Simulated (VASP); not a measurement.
Write the native input for VASP 6.6.1 that does the following.

* Task: single point
* Functional: PBE
* Potentials or basis: VASP PAW PBE potentials, release 64 (Mg, S)
* Cutoff: 520 eV
* k mesh: 8 × 8 × 8
* Occupations: fermi-dirac, width 0.02 eV
* Spin: no spin polarisation
* Dipole correction: no
* Further INCAR settings: ALGO = Normal; EDIFF = 1e-07; NBANDS = 11

The structure of MgS lies in POSCAR:

```
MgS
1.0
    0.0000000000      2.7858638577      2.8308747665
    2.7858638577      0.0000000000      2.8308747665
    2.7858638577      2.7858638577      0.0000000000
Mg S
1 1
Direct
    0.0000000000      0.0000000000      0.0000000000
    0.7500000000      0.7500000000      0.7500000000
```

This cell differs from its parent crystal: biaxial xy strain -1.6%.

The input as run:

INCAR

```
SYSTEM = MgS
ALGO = Normal
EDIFF = 1E-7
ENCUT = 520
GGA = PE
ISIF = 2
ISMEAR = -1
LASPH = .TRUE.
LCHARG = .TRUE.
LELF = .TRUE.
LREAL = .FALSE.
LVHAR = .TRUE.
LWAVE = .FALSE.
NBANDS = 11
NELM = 80
PREC = Accurate
SIGMA = 0.02
```

KPOINTS

```
k-points
0
G
  8 8 8
  0 0 0
```

Potentials or basis: VASP PAW PBE potentials, release 64 (Mg, S).

The run is started by

```console
$ cat potpaw_PBE.64/Mg/POTCAR potpaw_PBE.64/S/POTCAR > POTCAR
$ mpirun -np 1 vasp_std > vasp.out
```

It gave:

- Pressure: 3.0 GPa
- Band gap on the k mesh: 3.60 eV

Caveat: the cell differs from its parent crystal (biaxial xy strain -1.6%).

It took 23 s on 1 thread of Intel(R) Xeon(R) Platinum 8488C (Sapphire Rapids) (shared host), peak memory 0.18 GiB.
